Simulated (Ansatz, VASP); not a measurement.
## Br: VASP beside Ansatz

The input INCAR:

```
  ALGO = Normal
  EDIFF = 1E-6
  ENCUT = 520
  GGA = PE
  ISIF = 2
  ISMEAR = -1
  LASPH = True
  LCHARG = False
  LREAL = False
  LWAVE = False
  NBANDS = 18
  NELM = 80
  PREC = Accurate
  SIGMA = 0.1
```

KPOINTS

```
k-points
0
Gamma
  8 8 10
```

Contents of POSCAR:

```
Br
1.0
    6.5253709645      0.0000000000      0.0000000000
   -3.2626854822      5.6511370244      0.0000000000
    0.0000000000      0.0000000000      2.6010619258
Br
3
Direct
    0.0000000000      0.0000000000      0.0000000000
    0.3333333333      0.6666666667      0.5000000000
    0.6666666667      0.3333333333      0.5000000000
```

Input for Ansatz:

```yaml
crystal:
  lattice:
    - [6.5253709645, 0.0, 0.0]
    - [-3.2626854822, 5.6511370244, 0.0]
    - [0.0, 0.0, 2.6010619258]
  atoms:
    - { symbol: Br, position: [0.0, 0.0, 0.0] }
    - { symbol: Br, position: [0.3333333333, 0.6666666667, 0.5] }
    - { symbol: Br, position: [0.6666666667, 0.3333333333, 0.5] }
kpoints:
  mp_grid: { grid: [8, 8, 10] }
scf:
  occupations: { method: fermi_dirac, width: 0.1 }
hamiltonian:
  xc: pbe
  pseudopotentials: { kind: all_electron, lapw: { basis_error: 0.001 } }
output:
  forces: true
  stress: true
  eigenvalues: true
  populations: true
```

Change from the starting cell: volume scaled by 0.76, LAPW.

Alike in both runs: task single point; functional PBE; k mesh 8 × 8 × 10; occupations fermi-dirac, width 0.1 eV; no spin polarisation.

```csv
,VASP,Ansatz
version,VASP 6.6.1,Ansatz 0.2.0
potentials or method,"VASP PAW PBE potentials, release 64 (Br), cutoff 520 eV","all-electron LAPW, scalar-relativistic"
```

|  | VASP | Ansatz | Ansatz less VASP |
| --- | --- | --- | --- |
| pressure (GPa) | 1.1 | 1.1 | +0.02 |

Ansatz ran all-electron here, and VASP with PAW potentials.
